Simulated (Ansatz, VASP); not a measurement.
# CdHgS2: VASP beside Ansatz

File INCAR:

```
SYSTEM = CdHgS2
PREC = Accurate ; ENCUT = 600
EDIFF = 1E-6 ; ISMEAR = 0
SIGMA = 0.1 ; LREAL = .False.
LASPH = .True. ; NELM = 100
ALGO = Normal ; ISIF = 3
LWAVE = .False. ; LCHARG = .False.
GGA = PE ; IBRION = 2
NSW = 100 ; EDIFFG = -0.01
```

The input KPOINTS:

```
regular mesh
0
Gamma
  15 15 6
  0 0 0
```

POSCAR

```
CdHgS2
1.0
    4.0212363170      0.0000000000      0.0000000000
   -2.0106181585      3.4824928051      0.0000000000
    0.0000000000      0.0000000000      7.6801290450
Cd Hg S
1 1 2
Direct
    0.3333333333      0.6666666667      0.0000000000
    0.0000000000      0.0000000000      0.5000000000
    0.0000000000      0.0000000000      0.8033408608
    0.0000000000      0.0000000000      0.1966591392
```

Input for Ansatz:

```yaml
crystal:
  lattice:
    - [4.021236317, 0.0, 0.0]
    - [-2.0106181585, 3.4824928051, 0.0]
    - [0.0, 0.0, 7.680129045]
  atoms:
    - { symbol: Cd, position: [0.3333333333, 0.6666666667, 0.0] }
    - { symbol: Hg, position: [0.0, 0.0, 0.5] }
    - { symbol: S, position: [0.0, 0.0, 0.8033408608] }
    - { symbol: S, position: [0.0, 0.0, 0.1966591392] }
basis:
  ecutwfc: 420
kpoints:
  mp_grid: { grid: [15, 15, 6] }
hamiltonian:
  xc: pbe
scf:
  occupations: { method: gaussian, width: 0.1 }
output:
  forces: true
  stress: true
  eigenvalues: true
relax:
  adjacent_minimum: "off"
  f_tol: 0.01
  max_steps: 80
  cell: { stress_tol: 0.05 }
```

Alike in both runs: task relaxation of cell and atoms; functional PBE; k mesh 15 × 15 × 6; occupations gaussian, width 0.1 eV; no spin polarisation.

|  | VASP | Ansatz |
| --- | --- | --- |
| version | VASP 6.6.1 | Ansatz 0.2.0 |
| potentials or method | VASP PAW PBE potentials, release 64 (Cd, Hg, S), cutoff 600 eV | scalar-relativistic, plane waves, PAW |
| valence electrons in the cell | 36 | 52 |

|  | VASP | Ansatz | Ansatz less VASP |
| --- | --- | --- | --- |
| gap on the k mesh at the Fermi level, each at its own relaxed structure (eV) | none | none | - |
| relaxed volume (Å³/atom) | 27.23 | 27.12 | -0.110 |
| relaxed cell length with the largest relative difference (Å) | 7.649 | 7.630 | -0.0185 |

A gap of «none» marks a metal or a gap that the smearing closes. VASP's potentials hold 36 valence electrons a cell and Ansatz's 52, so a difference there can come from the potentials and not from the codes.

Neither program's run includes spin-orbit coupling.
